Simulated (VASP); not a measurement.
Write the native input for VASP 6.6.1 that does the following.

- Task: single point
- Functional: PBEsol
- Potentials or basis: VASP PAW PBE potentials, release 64 (Ti_sv, C)
- Cutoff: 520 eV
- k mesh: 13 × 13 × 13
- Occupations: fermi-dirac, width 0.15 eV
- Spin: no spin polarisation
- Dipole correction: no
- Further INCAR settings: ALGO = Normal; EDIFF = 1e-06; NBANDS = 21

The structure of Ti2C lies in POSCAR:

```
Ti2C
1.0
    1.5406980000      0.8895230000      4.6533110000
   -1.5406980000      0.8895230000      4.6533110000
    0.0000000000     -1.7790450000      4.6533110000
Ti C
2 1
Direct
    0.2454980000      0.2454980000      0.2454980000
    0.7545020000      0.7545020000      0.7545020000
    0.5000000000      0.5000000000      0.5000000000
```

These files were run (other wordings do the same):

INCAR

```
SYSTEM = Ti2C
  PREC = Accurate
  ENCUT = 520
  EDIFF = 1E-6
  ISMEAR = -1
  SIGMA = 0.15
  LREAL = .FALSE.
  LASPH = .TRUE.
  NELM = 100
  ALGO = Normal
  ISIF = 2
  LWAVE = .FALSE.
  LCHARG = .FALSE.
  GGA = PS
  NBANDS = 21
```

KPOINTS

```
Automatic mesh
0
G
  13 13 13
  0 0 0
```

Potentials or basis: VASP PAW PBE potentials, release 64 (Ti_sv, C).

Command:

```console
$ cat potpaw_PBE.64/Ti_sv/POTCAR potpaw_PBE.64/C/POTCAR > POTCAR
$ mpirun -np 1 vasp_std > vasp.out
```

Results of the run:

| Quantity | Value |
| --- | --- |
| Pressure | 2.1 GPa |
| Largest force | 0.384 eV/Å |
| Band gap on the k mesh | zero (band 14 reaches 9.28 eV, above the bottom of band 15 at 8.25 eV) |

Caveat: the PAW data sets were made with another functional, which shifts forces and pressure a little.

Wall time 3.8 min on 1 thread of AMD EPYC 9R45 96-Core Processor (Zen 5), on a shared host, peak memory 0.32 GiB.
